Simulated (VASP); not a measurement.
Here is a VASP 6.6.1 calculation.

Contents of INCAR:

```
SYSTEM = B
PREC     = Accurate       ! precision mode
ENCUT    = 600            ! plane-wave cutoff, eV
EDIFF    = 1E-7           ! SCF threshold, eV
ISMEAR   = 0              ! smearing method
SIGMA    = 0.1            ! smearing width, eV
LREAL    = .False.        ! projectors in reciprocal space
LASPH    = .True.         ! aspherical terms in the spheres
NELM     = 100            ! most SCF steps
ALGO     = Normal         ! electronic algorithm
ISIF     = 3              ! what is computed and relaxed
LWAVE    = .False.        ! write WAVECAR
LCHARG   = .False.        ! write CHGCAR
GGA      = PE             ! functional
IBRION   = 2              ! ionic algorithm
NSW      = 100            ! ionic steps
EDIFFG   = -0.01          ! ionic threshold
```

KPOINTS

```
Automatic mesh
0
Gamma
  26 26 26
  0 0 0
```

Contents of POSCAR:

```
B
1.0
    0.0000000000      1.6877460679      2.7058555860
    1.4763510054      0.0000000000      2.7058555860
    1.4763510054      1.6877460679      0.0000000000
B
2
Direct
    0.1570572179      0.1570572179      0.8429427821
    0.8429427821      0.8429427821      0.1570572179
```

Potentials or basis: VASP PAW PBE potentials, release 64 (B).

Run with:

```bash
$ cat potpaw_PBE.64/B/POTCAR > POTCAR
$ mpirun -np 1 vasp_std > vasp.out
```

Question: Predict the space group after relaxing (to 0.05 Å).

Answer: Fmmm (No. 69).

Question: What does it give for the relaxed cell?

Answer: a = 3.192 Å, b = 3.078 Å, c = 2.254 Å, α = 71.67°, β = 66.25°, γ = 42.08°.

Question: Estimate the relaxed volume.

Answer: 6.79 Å³/atom.

Question: Estimate the band gap on the k mesh.

Answer: Zero (band 3 reaches 11.85 eV, above the bottom of band 4 at 4.47 eV).

The path:
| step | energy change (eV) | largest force (eV/Å) | pressure (GPa) | volume (Å³) |
| --- | --- | --- | --- | --- |
| 1 | 0.0000 | 0.0793 | 0.55 | 13.48 |
| 2 | -0.0005 | 0.2029 | 0.91 | 13.53 |
| 3 | -0.0010 | 0.0824 | 0.75 | 13.51 |
| 4 | -0.0014 | 0.0268 | 0.00 | 13.58 |
| 5 | -0.0014 | 0.0094 | 0.13 | 13.57 |
| 6 | -0.0014 | 0.0013 | -0.09 | 13.58 |
